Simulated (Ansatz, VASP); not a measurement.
## Ta2B2O in VASP and in Ansatz

```
Ta B O
1.0
     2.95227    0.00000    0.00000
    -1.47613    2.55674    0.00000
     0.00000    0.00000    7.05302
Ta B O
2 2 1
Direct
  0.66667 0.33333 0.77674
  0.33333 0.66667 0.22326
  0.66667 0.33333 0.46048
  0.33333 0.66667 0.53952
  0.00000 0.00000 0.00000
```

Change from the starting cell: species swapped into the Li2CeP2 type (P-3m1, No. 164).

Alike in both runs: functional PBE; k mesh 6 × 6 × 4; occupations gaussian, width 0.1 eV; no spin polarisation.

Ansatz relaxed the structure, and its values are those at the end. VASP's run is a single point on that final structure, the one shown.

```csv
,VASP,Ansatz
version,VASP 6.6.1,Ansatz 0.2.0
potentials or method,"VASP PAW PBE potentials, release 64 (Ta_pv, B, O), cutoff 520 eV","scalar-relativistic, plane waves, PAW"
valence electrons in the cell,34,38
```

VASP gave:

- gap on the k mesh at the Fermi level (eV): none
- pressure (GPa): 0.4
- rms of the force components (eV/Å): 0.005

Problem. Estimate Ansatz's values.

Solution. gap on the k mesh at the Fermi level (eV): none; pressure (GPa): 0.0; rms of the force components (eV/Å): 0.000.

A gap of «none» marks a metal or a gap that the smearing closes. VASP's potentials hold 34 valence electrons a cell and Ansatz's 38, so a difference there can come from the potentials and not from the codes.

The k mesh is coarse, so the values compare programs but aren't converged. Neither program's run includes spin-orbit coupling.
